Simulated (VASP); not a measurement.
# Al in VASP: a series of runs

Runs on Al. Level: PBE+D3(BJ). Tasks: single point.

Everything below comes from runs of VASP 6.6.1. Logs are shortened: lines on timing, memory, paths and dates and some standing lists are left out, and cuts for length are marked.

### Step 1. The cell of the first run

It takes space group I4/mmm (No. 139, tetragonal). The conventional cell has a = 2.948 Å, b = 2.948 Å, c = 4.109 Å, α = 90.00°, β = 90.00°, γ = 90.00°. Al (site symmetry 4/mmm) has 12 Al at 2.93 to 2.95 Å within 3.9 Å.

### Step 2. Single point, PBE+D3(BJ) (strain +0.030 along x and y, +0.015 along z)

File INCAR:

```
SYSTEM = Al
PREC     = Accurate       ! precision mode
ENCUT    = 520            ! plane-wave cutoff, eV
EDIFF    = 1E-6           ! SCF threshold, eV
ISMEAR   = 0              ! smearing method
SIGMA    = 0.15           ! smearing width, eV
LREAL    = .FALSE.        ! projectors in reciprocal space
LASPH    = .TRUE.         ! aspherical terms in the spheres
NELM     = 60             ! most SCF steps
ALGO     = Normal         ! electronic algorithm
ISIF     = 2              ! what is computed and relaxed
LWAVE    = .FALSE.        ! write WAVECAR
LCHARG   = .FALSE.        ! write CHGCAR
GGA      = PE             ! functional
IVDW     = 12             ! dispersion correction
NBANDS   = 8              ! bands
```

File KPOINTS:

```
regular mesh
0
G
  20 20 20
  0 0 0
```

File POSCAR:

```
Al
1.0
    0.0000000000      2.0846994000      2.0543397000
    2.0846994000      0.0000000000      2.0543397000
    2.0846994000      2.0846994000      0.0000000000
Al
1
Direct
    0.0000000000      0.0000000000      0.0000000000
```

Potentials or basis: VASP PAW PBE potentials, release 64 (Al).

Launch:

```bash
$ cat potpaw_PBE.64/Al/POTCAR > POTCAR
$ mpirun -np 1 vasp_std > vasp.out
```

OUTCAR:

```text
SYSTEM = Al
   PREC = Accurate
   ENCUT = 520
   EDIFF = 1E-6
   ISMEAR = 0
   LREAL = .FALSE.
   LASPH = .TRUE.
   NELM = 60
   ISIF = 2
   GGA = PE
   IVDW = 12
 IVDW          = 12

 ion  position               nearest neighbor table
   1  0.000  0.000  0.000-

  LATTYP: Found a body centered tetragonal cell.
 ALAT       =     2.9482101650
 C/A-ratio  =     1.3936182192

  Lattice vectors:

 A1 = (   0.0000000000,  -2.0846994000,  -2.0543397000)
 A2 = (   0.0000000000,   2.0846994000,  -2.0543397000)
 A3 = (   2.0846994000,   0.0000000000,   2.0543397000)

Analysis of symmetry for initial positions (statically):
=====================================================================
 Subroutine PRICEL returns:
 Original cell was already a primitive cell.

 Routine SETGRP: Setting up the symmetry group for a
 body centered tetragonal supercell.

 Subroutine GETGRP returns: Found 16 space group operations
 (whereof 16 operations were pure point group operations)
 out of a pool of 16 trial point group operations.

The static configuration has the point symmetry D_4h.

Analysis of symmetry for dynamics (positions and initial velocities):
=====================================================================
 Subroutine PRICEL returns:
 Original cell was already a primitive cell.

 Routine SETGRP: Setting up the symmetry group for a
 body centered tetragonal supercell.

 Subroutine GETGRP returns: Found 16 space group operations
 (whereof 16 operations were pure point group operations)
 out of a pool of 16 trial point group operations.

The dynamic configuration has the point symmetry D_4h.

 Subroutine INISYM returns: Found 16 space group operations
 (whereof 16 operations are pure point group operations),
 and found     1 'primitive' translations

----------------------------------------------------------------------------------------

                                     Primitive cell

  volume of cell :      17.8562

  direct lattice vectors                    reciprocal lattice vectors
     0.000000000  2.084699400  2.054339700    -0.239842732  0.239842732  0.243387206
     2.084699400  0.000000000  2.054339700     0.239842732 -0.239842732  0.243387206
     2.084699400  2.084699400  0.000000000     0.239842732  0.239842732 -0.243387206

  length of vectors
     2.926821346  2.926821346  2.948210165     0.417476232  0.417476232  0.417476232

  position of ions in fractional coordinates (direct lattice)
     0.000000000  0.000000000  0.000000000

  ion indices of the primitive-cell ions
   primitive index   ion index
                 1           1

----------------------------------------------------------------------------------------

 KPOINTS: regular mesh

Automatic generation of k-mesh.
 Grid dimensions read from file:
 generate k-points for:   20   20   20

 Generating k-lattice:

  Cartesian coordinates                     Fractional coordinates (reciprocal lattice)
    -0.011992137  0.011992137  0.012169360     0.050000000  0.000000000  0.000000000
     0.011992137 -0.011992137  0.012169360     0.000000000  0.050000000  0.000000000
     0.011992137  0.011992137 -0.012169360     0.000000000  0.000000000  0.050000000

  Length of vectors
     0.020873812  0.020873812  0.020873812

  Shift w.r.t. Gamma in fractional coordinates (k-lattice)
     0.000000000  0.000000000  0.000000000

 Subroutine IBZKPT returns following result:
 ===========================================

 Found    641 irreducible k-points:

 Following reciprocal coordinates:
            Coordinates               Weight
  0.000000  0.000000  0.000000      1.000000
  0.050000  0.000000  0.000000      8.000000
  0.100000  0.000000  0.000000      8.000000
  0.150000  0.000000  0.000000      8.000000
  0.200000  0.000000  0.000000      8.000000
  0.250000  0.000000  0.000000      8.000000
[... 16 lines left out ...]
 -0.400000  0.050000  0.000000      8.000000
 -0.350000  0.050000  0.000000      8.000000
 [... further k-points ...]
   k-points           NKPTS =    641   k-points in BZ     NKDIM =    641   number of bands    NBANDS=      8
   number of dos      NEDOS =    301   number of ions     NIONS =      1
   total plane-waves  NPLWV =  13824
   dimension x,y,z NGX =    24 NGY =   24 NGZ =   24
   dimension x,y,z NGXF=    48 NGYF=   48 NGZF=   48
   ions per type =               1
   NGX,Y,Z   is equivalent  to a cutoff of  13.63, 13.63, 13.53 a.u.
   NGXF,Y,Z  is equivalent  to a cutoff of  27.26, 27.26, 27.07 a.u.
 SYSTEM =  Al
   PREC   = accura    normal or accurate (medium, high low for compatibility)
   ISTART =      0    job   : 0-new  1-cont  2-samecut
   ICHARG =      2    charge: 1-file 2-atom 10-const
   ISPIN  =      1    spin polarized calculation?
   LNONCOLLINEAR =      F non collinear calculations
   LSORBIT =      F    spin-orbit coupling
   LASPH  =      T    aspherical Exc in radial PAW
   ENCUT  =  520.0 eV  38.22 Ry    6.18 a.u.   5.44  5.44  5.48*2*pi/ulx,y,z
   NELM   =     60;   NELMIN=  2; NELMDL= -5     # of ELM steps
   EDIFF  = 0.1E-05   stopping-criterion for ELM
   LREAL  =      F    real-space projection
   EDIFFG = 0.1E-04   stopping-criterion for IOM
   NSW    =      0    number of steps for IOM
   IBRION =     -1    ionic relax: 0-MD 1-quasi-New 2-CG
   NFREE  =      0    steps in history (QN), initial steepest desc. (CG)
   ISIF   =      2    stress and relaxation
   ISYM   =      2    0-nonsym 1-usesym 2-fastsym
   POTIM  = 0.5000    time-step for ionic-motion
   TEBEG  =    0.0;   TEEND  =   0.0 temperature during run
   PSTRESS=    0.0 pullay stress
   NELECT =       3.0000    total number of electrons
   NUPDOWN=      -1.0000    fix difference up-down
   EMIN   =  10.00;   EMAX   =-10.00  energy-range for DOS
   EFERMI =   0.00;   METHOD = LEGACY
   ISMEAR =     0;   SIGMA  =   0.15  broadening in eV -4-tet -1-fermi 0-gaus
   EFERMI_NEDOS =   21; number of points for ismear=-14 and -15
   IALGO  =     38    algorithm
   IMIX   =      4    mixing-type and parameters
     AMIX     =   0.40;   BMIX     =  1.00
     AMIX_MAG =   1.60;   BMIX_MAG =  1.00
  volume/ion in A,a.u.               =      17.86       120.50
  Fermi-wavevector in a.u.,A,eV,Ry     =   0.903342  1.707069 11.102718  0.816027
  Thomas-Fermi vector in A             =   2.026656
   LORBIT       =      0    0 simple, 1 ext, 2 COOP (PROOUT), +10 PAW based schemes
   GGA     = PE    functional components
   LHFCALC =     F    Hartree Fock is set to
   AEXX    =    0.0000 exact exchange contribution
   IVDW    =    12    specifies the selected vdW correction
   LEPSILON=     F    determine dielectric tensor
   LRPA    =     F    only Hartree local field effects (RPA)
 non-spin polarized calculation
 Gauss-broadening in eV      SIGMA  =   0.15
  energy-cutoff  :      520.00
  volume of cell :       17.86
 maximum number of plane-waves:       515
 NGX is ok and might be reduce to    24
   NGX = 11   NGY = 11   NGZ = 11

 number of electron       3.0000000 magnetization

 Free energy of the ion-electron system (eV)
  ---------------------------------------------------
  ext. energy  EPLUGINS =         0.00000000
  ---------------------------------------------------
  free energy    TOTEN  =        -3.72429631 eV

  energy without entropy =       -3.71951333  energy(sigma->0) =       -3.72190482

 E-fermi :   7.2295     XC(G=0):  -9.9142

 val. band max:        7.2187871358   @ k =   0.5000   0.4000   0.0000
 cond. band min:       7.2331111544   @ k =  -0.3500   0.4500   0.1500
 fundamental gap:      0.0143240186
 Fermi energy:         7.2294612318

 k-point     1 :       0.0000    0.0000    0.0000
  band No.  band energies     occupation
      1      -3.3998      2.00000
      2      19.3427      0.00000
      3      19.3427      0.00000
      4      19.4938      0.00000
      5      20.2793      0.00000
      6      20.3208      0.00000
      7      20.3208      0.00000
      8      23.1086      0.00000

 k-point     2 :       0.0500    0.0000    0.0000
  band No.  band energies     occupation
      1      -3.3353      2.00000
      2      18.0198      0.00000
      3      18.9986      0.00000
      4      19.0953      0.00000
      5      20.7394      0.00000
      6      20.7599      0.00000
      7      20.9730      0.00000
      8      23.7695      0.00000

 k-point     3 :       0.1000    0.0000    0.0000
  band No.  band energies     occupation
      1      -3.1420      2.00000
      2      16.1108      0.00000
      3      18.4863      0.00000
      4      18.5964      0.00000
      5      21.1557      0.00000
      6      21.5183      0.00000
      7      21.5292      0.00000
      8      24.3401      0.00000

 k-point     4 :       0.1500    0.0000    0.0000
  band No.  band energies     occupation
      1      -2.8203      2.00000
      2      14.1764      0.00000
      3      18.0392      0.00000
      4      18.1721      0.00000
      5      21.0695      0.00000
      6      22.1563      0.00000
      7      22.2620      0.00000
      8      23.6960      0.00000

 k-point     5 :       0.2000    0.0000    0.0000
  band No.  band energies     occupation
      1      -2.3711      2.00000
      2      12.2906      0.00000
      3      17.6891      0.00000
      4      17.8475      0.00000
      5      20.9329      0.00000
      6      21.8126      0.00000
      7      22.1955      0.00000
      8      24.1196      0.00000

 k-point     6 :       0.2500    0.0000    0.0000
  band No.  band energies     occupation
      1      -1.7956      2.00000
      2      10.4812      0.00000
      3      17.4434      0.00000
      4      17.6284      0.00000
      5      20.8271      0.00000
      6      21.0068      0.00000
      7      21.4224      0.00000
      8      25.0878      0.00000

 k-point     7 :       0.3000    0.0000    0.0000
  band No.  band energies     occupation
      1      -1.0950      2.00000
      2       8.7622      0.00000
      3      17.3045      0.00000
      4      17.5164      0.00000
      5      20.2064      0.00000
      6      20.6078      0.00000
      7      20.7914      0.00000
      8      24.2549      0.00000
[... 133 lines left out ...]
 k-point    20 :       0.4500    0.0500    0.0000
  band No.  band energies     occupation
      1       1.4413      2.00000
      2       4.7111      2.00000
      3      16.5294      0.00000
      4      17.4623      0.00000
      5      18.0269      0.00000
      6      19.5376      0.00000
      7      21.9893      0.00000
      8      22.8159      0.00000

 k-point    21 :       0.5000    0.0500    0.0000
  band No.  band energies     occupation
      1       2.5854      2.00000
      2       3.3793      2.00000
      3      16.7907      0.00000
      4      17.0103      0.00000
      5      18.2739      0.00000
      6      19.0996      0.00000
      7      22.0119      0.00000
      8      22.6405      0.00000

 k-point    22 :      -0.4500    0.0500    0.0000
  band No.  band energies     occupation
      1       2.1609      2.00000
      2       3.8447      2.00000
      3      16.6373      0.00000
      4      17.1541      0.00000
      5      18.6638      0.00000
      6      18.7783      0.00000
      7      21.7263      0.00000
      8      22.9852      0.00000

 k-point    23 :      -0.4000    0.0500    0.0000
  band No.  band energies     occupation
      1       1.0588      2.00000
      2       5.2164      2.00000
      3      16.3698      0.00000
      4      17.6006      0.00000
      5      18.5930      0.00000
      6      19.1695      0.00000
      7      21.4631      0.00000
      8      23.5177      0.00000

 k-point    24 :      -0.3500    0.0500    0.0000
  band No.  band energies     occupation
      1       0.0753      2.00000
      2       6.6972      2.00000
      3      16.2124      0.00000
      4      18.0303      0.00000
      5      18.6418      0.00000
      6      19.7835      0.00000
      7      21.2925      0.00000
      8      24.1552      0.00000

 [... further k-points ...]

------------------------ aborting loop because EDIFF is reached ----------------------------------------

 Edisp (eV)   -0.30988

 E8    (eV) :    -0.1384

  FORCE on cell =-STRESS in cart. coord.  units (eV):
  Direction    XX          YY          ZZ          XY          YZ          ZX
  --------------------------------------------------------------------------------------
  -------------------------------------------------------------------------------------
  Total      -0.88662    -0.88662    -0.88695     0.00000    -0.00000     0.00000
  in kB     -79.55378   -79.55378   -79.58333     0.00000    -0.00000     0.00000
  external pressure =      -79.56 kB  Pullay stress =        0.00 kB

 VOLUME and BASIS-vectors are now :
 -----------------------------------------------------------------------------
  energy-cutoff  :      520.00
  volume of cell :       17.86
      direct lattice vectors                 reciprocal lattice vectors
     0.000000000  2.084699400  2.054339700    -0.239842732  0.239842732  0.243387206
     2.084699400  0.000000000  2.054339700     0.239842732 -0.239842732  0.243387206
     2.084699400  2.084699400  0.000000000     0.239842732  0.239842732 -0.243387206

 POSITION                                       TOTAL-FORCE (eV/Angst)
 -----------------------------------------------------------------------------------
      0.00000      0.00000      0.00000        -0.000000     -0.000000     -0.000000
 -----------------------------------------------------------------------------------
    total drift:                               -0.000000      0.000000      0.000000

  FREE ENERGIE OF THE ION-ELECTRON SYSTEM (eV)
  ---------------------------------------------------
  free  energy   TOTEN  =        -4.0341719336 eV

  energy  without entropy=       -4.0293889468  energy(sigma->0) =       -4.03178044
```

It took 22 s on 1 thread of Intel Xeon 6975P-C (Granite Rapids), shared host; peak memory 0.2 GiB.

What came out:

```yaml
Free_energy: -4.0342 eV
Pressure: -8.0 GPa
Dispersion_energy_per_atom: -0.310 eV
```

Levels at points of the mesh, in eV from the Fermi level:
```csv
k point,band 1,band 2,band 3,band 4,band 5
"(0.00, 0.00, 0.00)",-10.63,12.11,12.11,12.26,13.05
"(0.50, 0.00, 0.00)",-4.31,-4.31,10.40,10.72,10.92
"(0.50, 0.50, 0.00)",-2.63,-1.43,5.04,5.04,5.10
"(0.50, 0.00, 0.50)",-2.83,-1.73,5.25,5.26,5.35
```

Caveat: the cell differs from its parent crystal (strain +0.030 along x and y, +0.015 along z); pairwise dispersion overbinds metals, which lowers pressure and volume.

(Part 1 of 2 ends here.)
